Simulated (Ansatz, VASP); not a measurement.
# Two plane-wave programs on Ta4O

```xyz
5
Lattice="3.2109 0.0000 0.0000 0.0000 3.2109 0.0000 0.0000 0.0000 7.3420" Properties=species:S:1:pos:R:3 pbc="T T T"
Ta    0.0000    0.0000    3.6710
Ta    1.6055    1.6055    5.7472
Ta    1.6055    1.6055    1.5948
Ta   -0.1414   -0.1414    0.0000
O     1.6055    1.6055    3.6710
```

Alike in both runs: task single point; functional PBEsol; k mesh 14 × 14 × 8; occupations gaussian, width 0.15 eV; no spin polarisation.

|  | VASP | Ansatz |
| --- | --- | --- |
| version | VASP 6.6.1 | Ansatz 0.2.0 |
| potentials or method | VASP PAW PBE potentials, release 64 (Ta_pv, O), cutoff 520 eV | scalar-relativistic, plane waves, PAW |
| valence electrons in the cell | 50 | 58 |

VASP gave:

| Item | Value |
| --- | --- |
| gap on the k mesh at the Fermi level (eV) | none |
| pressure (GPa) | 2.0 |
| traceless stress, the component that is largest in VASP (GPa) | 1.39 |
| rms of the force components (eV/Å) | 0.980 |

Problem. Estimate Ansatz's values.

Solution. gap on the k mesh at the Fermi level (eV): none; pressure (GPa): 1.6; traceless stress, the component that is largest in VASP (GPa): 1.25; rms of the force components (eV/Å): 0.979.

VASP's potentials were made for PBE, not for PBEsol. Atom by atom the forces differ by 0.012 eV/Å (rms over components). A gap of «none» marks a metal or a gap that the smearing closes. With one functional, cell and mesh, what is left measures potentials, basis and numerics. VASP's potentials hold 50 valence electrons a cell and Ansatz's 58, so a difference there can come from the potentials and not from the codes.

Spin-orbit coupling is off throughout.
